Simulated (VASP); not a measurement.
# TiOs (Pm-3m) in VASP: notebook

The runs below take TiOs through vibrations by perturbation theory, with LDA.

Everything below comes from runs of VASP 6.6.1. Logs are shortened: lines on timing, memory, paths and dates and some standing lists are left out, and cuts for length are marked.

## (1) The cell of the first run

It takes space group Pm-3m (No. 221, cubic). Conventional cell: a = 3.040 Å, b = 3.040 Å, c = 3.040 Å, α = 90.00°, β = 90.00°, γ = 90.00°. Ti (site symmetry m-3m) has 8 Os at 2.63 Å and 6 Ti at 3.04 Å within 3.5 Å. Within 3.5 Å of Os (site symmetry m-3m) lie 8 Ti at 2.63 Å and 6 Os at 3.04 Å.

## (2) Vibrations by perturbation theory, LDA

Input file INCAR:

```
SYSTEM = TiOs
ALGO     = Normal         ! electronic algorithm
EDIFF    = 1E-8           ! SCF threshold, eV
ENCUT    = 520            ! plane-wave cutoff, eV
IBRION   = 8              ! ionic algorithm
ISIF     = 2              ! what is computed and relaxed
ISMEAR   = -1             ! smearing method
LASPH    = .TRUE.         ! aspherical terms in the spheres
LCHARG   = .FALSE.        ! write CHGCAR
LREAL    = .FALSE.        ! projectors in reciprocal space
LWAVE    = .FALSE.        ! write WAVECAR
NELM     = 60             ! most SCF steps
NSW      = 1              ! ionic steps
PREC     = Accurate       ! precision mode
SIGMA    = 0.15           ! smearing width, eV
```

Input file KPOINTS:

```
k-points
0
G
  14 14 14
  0 0 0
```

Input file POSCAR:

```
TiOs
1.0
    3.0397729287      0.0000000000      0.0000000000
    0.0000000000      3.0397729287      0.0000000000
    0.0000000000      0.0000000000      3.0397729287
Ti Os
1 1
Direct
    0.5000000000      0.5000000000      0.5000000000
    0.0000000000      0.0000000000      0.0000000000
```

Potentials or basis: VASP PAW LDA potentials, release 64 (Ti_sv, Os).

Run with:

```console
$ cat potpaw_LDA.64/Ti_sv/POTCAR potpaw_LDA.64/Os/POTCAR > POTCAR
$ mpirun -np 1 vasp_std > vasp.out
```

OUTCAR:

```text
SYSTEM = TiOs
   EDIFF = 1E-8
   ENCUT = 520
   IBRION = 8
   ISIF = 2
   ISMEAR = -1
   LASPH = .TRUE.
   LREAL = .FALSE.
   NELM = 60
   NSW = 1
   PREC = Accurate

 ion  position               nearest neighbor table
   1  0.500  0.500  0.500-   2 2.63   2 2.63   2 2.63   2 2.63   2 2.63   2 2.63   2 2.63   2 2.63

   2  0.000  0.000  0.000-   1 2.63   1 2.63   1 2.63   1 2.63   1 2.63   1 2.63   1 2.63   1 2.63

  LATTYP: Found a simple cubic cell.
 ALAT       =     3.0397729287

  Lattice vectors:

 A1 = (   3.0397729287,   0.0000000000,   0.0000000000)
 A2 = (   0.0000000000,   3.0397729287,   0.0000000000)
 A3 = (   0.0000000000,   0.0000000000,   3.0397729287)

Analysis of symmetry for initial positions (statically):
=====================================================================
 Subroutine PRICEL returns:
 Original cell was already a primitive cell.

 Routine SETGRP: Setting up the symmetry group for a
 simple cubic supercell.

 Subroutine GETGRP returns: Found 48 space group operations
 (whereof 48 operations were pure point group operations)
 out of a pool of 48 trial point group operations.

The static configuration has the point symmetry O_h .

Analysis of symmetry for dynamics (positions and initial velocities):
=====================================================================
 Subroutine PRICEL returns:
 Original cell was already a primitive cell.

 Routine SETGRP: Setting up the symmetry group for a
 simple cubic supercell.

 Subroutine GETGRP returns: Found 48 space group operations
 (whereof 48 operations were pure point group operations)
 out of a pool of 48 trial point group operations.

The dynamic configuration has the point symmetry O_h .

 Subroutine INISYM returns: Found 48 space group operations
 (whereof 48 operations are pure point group operations),
 and found     1 'primitive' translations

----------------------------------------------------------------------------------------

                                     Primitive cell

[... 568 lines left out ...]
 -----------------------------------------------------------------------------
  energy-cutoff  :      520.00
  volume of cell :       28.09
      direct lattice vectors                 reciprocal lattice vectors
     3.039772929  0.000000000  0.000000000     0.328971941  0.000000000  0.000000000
     0.000000000  3.039772929  0.000000000     0.000000000  0.328971941  0.000000000
     0.000000000  0.000000000  3.039772929     0.000000000  0.000000000  0.328971941

 POSITION                                       TOTAL-FORCE (eV/Angst)
 -----------------------------------------------------------------------------------
      1.51989      1.51989      1.51989         0.000000      0.000000      0.000000
      0.00000      0.00000      0.00000         0.000000      0.000000      0.000000
 -----------------------------------------------------------------------------------
    total drift:                                0.000000      0.000000     -0.000000

  FREE ENERGIE OF THE ION-ELECTRON SYSTEM (eV)
  ---------------------------------------------------
  free  energy   TOTEN  =       -22.7028207088 eV

  energy  without entropy=      -22.6654878911  energy(sigma->0) =      -22.68415430

[... ionic steps 2 to 3 ...]

--------------------------------------- Ionic step        4  -------------------------------------------

------------------------ aborting loop because EDIFF is reached ----------------------------------------

[... ionic steps 5 to 6 ...]

--------------------------------------- Ionic step        7  -------------------------------------------

 Free energy of the ion-electron system (eV)
  ---------------------------------------------------
  ---------------------------------------------------
  free energy    TOTEN  =        -0.21436378 eV

  energy without entropy =       -0.21436372

------------------------ aborting loop because EDIFF is reached ----------------------------------------

 INTERNAL STRAIN TENSOR  FOR ION    2  DIRECTION 1   (eV/Angst):
 -----------------------------------------------------------------------------
     0.06525 -0.00000  0.00000
     0.00000 -0.02193  0.00000
     0.00000  0.00000 -0.02193

 INTERNAL STRAIN TENSOR FOR ION    2 for displacements in x,y,z  (eV/Angst):
          X           Y           Z          XY          YZ          ZX
  --------------------------------------------------------------------------------
  x     0.00000     0.00000     0.00000     0.00000     0.00000     0.00000
  y     0.00000     0.00000     0.00000     0.00000     0.00000     0.00000
  z     0.00000     0.00000     0.00000     0.00000     0.00000     0.00000

 SECOND DERIVATIVES (NOT SYMMETRIZED)
 ------------------------------------
               1X          1Y          1Z          2X          2Y          2Z
  1X    -7.852257    0.000000   -0.000000    7.852257   -0.000000    0.000000
  1Y     0.000000   -7.852257   -0.000000   -0.000000    7.852257    0.000000
  1Z    -0.000000    0.000000   -7.852257    0.000000   -0.000000    7.852257
  2X     7.818874   -0.000000   -0.000000   -7.818874    0.000000    0.000000
  2Y    -0.000000    7.818874   -0.000000    0.000000   -7.818874    0.000000
  2Z     0.000000    0.000000    7.818874   -0.000000   -0.000000   -7.818874

 Eigenvectors and eigenvalues of the dynamical matrix
 ----------------------------------------------------

   1 f  =    7.080135 THz    44.485799 2PiTHz  236.167877 cm-1    29.281072 meV
             X         Y         Z           dx          dy          dz
      1.519886  1.519886  1.519886     0.894189    0.000000   -0.000000
      0.000000  0.000000  0.000000    -0.447689   -0.000000    0.000000
[... 21 lines left out ...]
   6 f/i=    0.006038 THz     0.037936 2PiTHz    0.201394 cm-1     0.024970 meV
             X         Y         Z           dx          dy          dz
      1.519886  1.519886  1.519886    -0.043087    0.384092   -0.225927
      0.000000  0.000000  0.000000    -0.086059    0.767163   -0.451253

--------------------------------------------------------------------------------------------------------

 ELASTIC MODULI CONTR FROM IONIC RELAXATION (kBar)
 Direction    XX          YY          ZZ          XY          YZ          ZX
 --------------------------------------------------------------------------------
 XX           0.0000      0.0000      0.0000      0.0000      0.0000      0.0000
 YY           0.0000      0.0000      0.0000      0.0000      0.0000      0.0000
 ZZ           0.0000      0.0000      0.0000      0.0000      0.0000      0.0000
 XY           0.0000      0.0000      0.0000      0.0000      0.0000      0.0000
 YZ           0.0000      0.0000      0.0000      0.0000      0.0000      0.0000
 ZX           0.0000      0.0000      0.0000      0.0000      0.0000      0.0000
 --------------------------------------------------------------------------------
```

stdout:

```text
POSCAR found type information on POSCAR TiOs
 POSCAR found :  2 types and       2 ions
 scaLAPACK will be used
 LDA part: xc-table for (Slater(with rela. corr.)+CA(PZ))
 , standard interpolation
 POSCAR, INCAR and KPOINTS ok, starting setup
 FFT: planning ... GRIDC
 FFT: planning ... GRID_SOFT
 FFT: planning ... GRID
 WAVECAR not read
 entering main loop
 Linear response reoptimize wavefunctions to high precision
 Linear response DOF=           2
 Linear response progress:
 first order change of Fermi-energy   0.36252E-03
 force on displaced ion       1 direction 1 :  -7.852   0.000   0.000
 Linear response progress:
 first order change of Fermi-energy  -0.37411E-03
 force on displaced ion       2 direction 1 :  -7.819   0.000  -0.000
 Linear response finished
```

It took 5.8 min on 1 thread of AMD EPYC 9R14 (Zen 4), shared host; peak memory 0.38 GiB.

Results:

```
Highest phonon frequency at Γ : 236 cm⁻¹
```

Phonon frequencies in cm⁻¹ (negative: imaginary):
| q point | frequencies |
| --- | --- |
| (0.000, 0.000, 0.000) | 0 0 0 236 236 236 |

Caveat: spin-orbit coupling is left out, which moves the levels of the heavy elements.

## (3) Vibrations by perturbation theory, LDA (14.32 Å³/atom)

This run uses another cell than the first one, of 14.32 Å³/atom.

Input file INCAR:

```
  ALGO = Normal
  EDIFF = 1E-8
  ENCUT = 520
  IBRION = 8
  ISIF = 2
  ISMEAR = -1
  LASPH = True
  LCHARG = False
  LREAL = False
  LWAVE = False
  NBANDS = 17
  NELM = 80
  NSW = 1
  PREC = Accurate
  SIGMA = 0.15
```

Input file KPOINTS:

```
k-points
0
Gamma
  14 14 14
```

Input file POSCAR:

```
TiOs
1.0
    3.0599044620      0.0000000000      0.0000000000
    0.0000000000      3.0599044620      0.0000000000
    0.0000000000      0.0000000000      3.0599044620
Ti Os
1 1
Direct
    0.5000000000      0.5000000000      0.5000000000
    0.0000000000      0.0000000000      0.0000000000
```

Potentials or basis: VASP PAW LDA potentials, release 64 (Ti_sv, Os).

Run with:

```console
$ cat potpaw_LDA.64/Ti_sv/POTCAR potpaw_LDA.64/Os/POTCAR > POTCAR
$ mpirun -np 1 vasp_std > vasp.out
```

OUTCAR:

```text
EDIFF = 1E-8
   ENCUT = 520
   IBRION = 8
   ISIF = 2
   ISMEAR = -1
   LASPH = True
   LREAL = False
   NELM = 80
   NSW = 1
   PREC = Accurate

 ion  position               nearest neighbor table
   1  0.500  0.500  0.500-   2 2.65   2 2.65   2 2.65   2 2.65   2 2.65   2 2.65   2 2.65   2 2.65

   2  0.000  0.000  0.000-   1 2.65   1 2.65   1 2.65   1 2.65   1 2.65   1 2.65   1 2.65   1 2.65

  LATTYP: Found a simple cubic cell.
 ALAT       =     3.0599044620

  Lattice vectors:

 A1 = (   3.0599044620,   0.0000000000,   0.0000000000)
 A2 = (   0.0000000000,   3.0599044620,   0.0000000000)
 A3 = (   0.0000000000,   0.0000000000,   3.0599044620)

Analysis of symmetry for initial positions (statically):
=====================================================================
 Subroutine PRICEL returns:
 Original cell was already a primitive cell.

 Routine SETGRP: Setting up the symmetry group for a
 simple cubic supercell.

 Subroutine GETGRP returns: Found 48 space group operations
 (whereof 48 operations were pure point group operations)
 out of a pool of 48 trial point group operations.

The static configuration has the point symmetry O_h .

Analysis of symmetry for dynamics (positions and initial velocities):
=====================================================================
 Subroutine PRICEL returns:
 Original cell was already a primitive cell.

 Routine SETGRP: Setting up the symmetry group for a
 simple cubic supercell.

 Subroutine GETGRP returns: Found 48 space group operations
 (whereof 48 operations were pure point group operations)
 out of a pool of 48 trial point group operations.

The dynamic configuration has the point symmetry O_h .

 Subroutine INISYM returns: Found 48 space group operations
 (whereof 48 operations are pure point group operations),
 and found     1 'primitive' translations

----------------------------------------------------------------------------------------

                                     Primitive cell

  volume of cell :      28.6499

  direct lattice vectors                    reciprocal lattice vectors
     3.059904462  0.000000000  0.000000000     0.326807589  0.000000000  0.000000000
     0.000000000  3.059904462  0.000000000     0.000000000  0.326807589  0.000000000
     0.000000000  0.000000000  3.059904462     0.000000000  0.000000000  0.326807589

  length of vectors
     3.059904462  3.059904462  3.059904462     0.326807589  0.326807589  0.326807589

  position of ions in fractional coordinates (direct lattice)
     0.500000000  0.500000000  0.500000000
     0.000000000  0.000000000  0.000000000

[... 120 lines left out ...]
  ext. energy  EPLUGINS =         0.00000000
  ---------------------------------------------------
  free energy    TOTEN  =       -22.69517739 eV

  energy without entropy =      -22.65754080  energy(sigma->0) =      -22.67635910

 E-fermi :   9.5365     XC(G=0): -13.4229

 val. band max:        9.4977171280   @ k =   0.5000   0.4286   0.0000
 cond. band min:       9.5897144392   @ k =   0.5000   0.3571   0.0000
 fundamental gap:      0.0919973112
 Fermi energy:         9.5364911707

 k-point     1 :       0.0000    0.0000    0.0000
  band No.  band energies     occupation
      1     -46.7620      2.00000
      2     -23.2854      2.00000
      3     -23.2854      2.00000
      4     -23.2854      2.00000
      5       0.9697      2.00000
      6       4.0895      2.00000
[... 457 lines left out ...]
      4     -23.2712      2.00000
      5       3.6771      2.00000
      6       5.2065      2.00000
[... 9 lines left out ...]
     16      14.7483      0.00000
     17      20.5545      0.00000

 [... further k-points ...]
[... 5 lines left out ...]
  --------------------------------------------------------------------------------------
  -------------------------------------------------------------------------------------
  Total       -0.8898696     -0.8898696     -0.8898696     -0.0000000      0.0000000      0.0000000
  in kB      -49.7637803    -49.7637803    -49.7637803     -0.0000000      0.0000000      0.0000000
  external PRESSURE =     -49.7637803 kB  Pullay stress =       0.0000000 kB

 VOLUME and BASIS-vectors are now :
 -----------------------------------------------------------------------------
  energy-cutoff  :      520.00
  volume of cell :       28.65
      direct lattice vectors                 reciprocal lattice vectors
     3.059904462  0.000000000  0.000000000     0.326807589  0.000000000  0.000000000
     0.000000000  3.059904462  0.000000000     0.000000000  0.326807589  0.000000000
     0.000000000  0.000000000  3.059904462     0.000000000  0.000000000  0.326807589

 POSITION                                       TOTAL-FORCE (eV/Angst)
 -----------------------------------------------------------------------------------
      1.52995      1.52995      1.52995         0.000000      0.000000      0.000000
      0.00000      0.00000      0.00000         0.000000      0.000000      0.000000
 -----------------------------------------------------------------------------------
    total drift:                                0.000000      0.000000     -0.000000

  FREE ENERGIE OF THE ION-ELECTRON SYSTEM (eV)
  ---------------------------------------------------
  free  energy   TOTEN  =       -22.6951773950 eV

  energy  without entropy=      -22.6575407961  energy(sigma->0) =      -22.67635910

[... ionic steps 2 to 3 ...]

--------------------------------------- Ionic step        4  -------------------------------------------

------------------------ aborting loop because EDIFF is reached ----------------------------------------

[... ionic steps 5 to 6 ...]

--------------------------------------- Ionic step        7  -------------------------------------------

 Free energy of the ion-electron system (eV)
  ---------------------------------------------------
  ---------------------------------------------------
  free energy    TOTEN  =        -0.21446536 eV

  energy without entropy =       -0.21446531

------------------------ aborting loop because EDIFF is reached ----------------------------------------

 INTERNAL STRAIN TENSOR  FOR ION    2  DIRECTION 1   (eV/Angst):
 -----------------------------------------------------------------------------
     0.06395  0.00000 -0.00000
     0.00000 -0.02144 -0.00000
    -0.00000 -0.00000 -0.02144

 INTERNAL STRAIN TENSOR FOR ION    2 for displacements in x,y,z  (eV/Angst):
          X           Y           Z          XY          YZ          ZX
  --------------------------------------------------------------------------------
  x     0.00000     0.00000     0.00000     0.00000     0.00000     0.00000
  y     0.00000     0.00000     0.00000     0.00000     0.00000     0.00000
  z     0.00000     0.00000     0.00000     0.00000     0.00000     0.00000

 SECOND DERIVATIVES (NOT SYMMETRIZED)
 ------------------------------------
               1X          1Y          1Z          2X          2Y          2Z
  1X    -7.094774   -0.000000    0.000000    7.094774    0.000000   -0.000000
  1Y    -0.000000   -7.094774    0.000000    0.000000    7.094774   -0.000000
  1Z    -0.000000   -0.000000   -7.094774    0.000000    0.000000    7.094774
  2X     7.069313    0.000000   -0.000000   -7.069313   -0.000000    0.000000
  2Y     0.000000    7.069313    0.000000   -0.000000   -7.069313    0.000000
  2Z     0.000000   -0.000000    7.069313    0.000000    0.000000   -7.069313

 Eigenvectors and eigenvalues of the dynamical matrix
 ----------------------------------------------------

   1 f  =    6.730425 THz    42.288507 2PiTHz  224.502810 cm-1    27.834788 meV
             X         Y         Z           dx          dy          dz
      1.529952  1.529952  1.529952    -0.000000    0.894130    0.000000
      0.000000  0.000000  0.000000    -0.000000   -0.447808    0.000000
[... 21 lines left out ...]
   6 f/i=    0.004844 THz     0.030438 2PiTHz    0.161590 cm-1     0.020035 meV
             X         Y         Z           dx          dy          dz
      1.529952  1.529952  1.529952     0.447808    0.000000    0.000000
      0.000000  0.000000  0.000000     0.894130    0.000000    0.000000

--------------------------------------------------------------------------------------------------------

 ELASTIC MODULI CONTR FROM IONIC RELAXATION (kBar)
 Direction    XX          YY          ZZ          XY          YZ          ZX
 --------------------------------------------------------------------------------
 XX           0.0000      0.0000      0.0000      0.0000      0.0000      0.0000
 YY           0.0000      0.0000      0.0000      0.0000      0.0000      0.0000
 ZZ           0.0000      0.0000      0.0000      0.0000      0.0000      0.0000
 XY           0.0000      0.0000      0.0000      0.0000      0.0000      0.0000
 YZ           0.0000      0.0000      0.0000      0.0000      0.0000      0.0000
 ZX           0.0000      0.0000      0.0000      0.0000      0.0000      0.0000
 --------------------------------------------------------------------------------
```

OSZICAR:

```text
N       E                     dE             d eps       ncg     rms          rms(c)
DAV:   1     0.176247254577E+03    0.17625E+03   -0.10520E+04  4168   0.136E+03
DAV:   2    -0.920822015887E+01   -0.18546E+03   -0.17830E+03  4340   0.385E+02
DAV:   3    -0.241892602124E+02   -0.14981E+02   -0.14712E+02  6283   0.101E+02
DAV:   4    -0.248235455985E+02   -0.63429E+00   -0.63155E+00  4960   0.162E+01
[... 58 lines left out ...]
RMM:   9    -0.214465276808E+00    0.17042E-05   -0.18048E-07 21696   0.169E-03    0.996E-05
RMM:  10    -0.214465341135E+00   -0.64327E-07   -0.48366E-08 21996   0.791E-04    0.605E-05
RMM:  11    -0.214465213419E+00    0.12772E-06   -0.10079E-08 22036   0.415E-04    0.203E-05
RMM:  12    -0.214465365996E+00   -0.15258E-06    0.93104E-09 21589   0.213E-04    0.132E-05
RMM:  13    -0.214465361834E+00    0.41623E-08   -0.54240E-09 22233   0.128E-04    0.353E-06
 Linear response finished
```

Run time: 8.2 min. Hardware: 1 thread of AMD EPYC 9R14 (Zen 4), shared host; peak memory 0.43 GiB.

Results:

```
Highest phonon frequency at Γ : 225 cm⁻¹
```

Phonon frequencies in cm⁻¹ (negative: imaginary):
```
              q point        frequencies
(0.000, 0.000, 0.000)  0 0 0 225 225 225
```

Caveat: the cell stands under pressure or tension, which shifts response properties; spin-orbit coupling is left out, which moves the levels of the heavy elements.
